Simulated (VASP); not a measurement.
A run of VASP 6.6.1:

Contents of INCAR:

```
PREC     = Accurate       # precision mode
ENCUT    = 520            # plane-wave cutoff, eV
EDIFF    = 1E-6           # SCF threshold, eV
ISMEAR   = -1             # smearing method
SIGMA    = 0.02           # smearing width, eV
LREAL    = F              # projectors in reciprocal space
LASPH    = T              # aspherical terms in the spheres
NELM     = 100            # most SCF steps
ALGO     = Normal         # electronic algorithm
ISIF     = 2              # what is computed and relaxed
LWAVE    = F              # write WAVECAR
LCHARG   = F              # write CHGCAR
GGA      = PE             # functional
NBANDS   = 17             # bands
```

The input KPOINTS:

```
regular mesh
0
Gamma
  6 6 6
```

File POSCAR:

```
TePb
1.0
    0.0000000000      3.2846542192      3.2846542192
    3.2846542192      0.0000000000      3.2846542192
    3.2846542192      3.2846542192      0.0000000000
Pb Te
1 1
Direct
    0.0000000000      0.0000000000      0.0000000000
    0.5000000000      0.5000000000      0.5000000000
```

Potentials or basis: VASP PAW PBE potentials, release 64 (Pb_d, Te).

Command:

```bash
$ cat potpaw_PBE.64/Pb_d/POTCAR potpaw_PBE.64/Te/POTCAR > POTCAR
$ mpirun -np 1 vasp_std > vasp.out
```

Hardware: 1 thread of Intel(R) Xeon(R) Platinum 8488C (Sapphire Rapids) (shared host).

Q: Estimate the wall time of this run.

A: Run time: 12 s on 1 thread of Intel(R) Xeon(R) Platinum 8488C (Sapphire Rapids), with other jobs on the host, peak memory 0.2 GiB. Counts: scf iterations 12, k points 16.
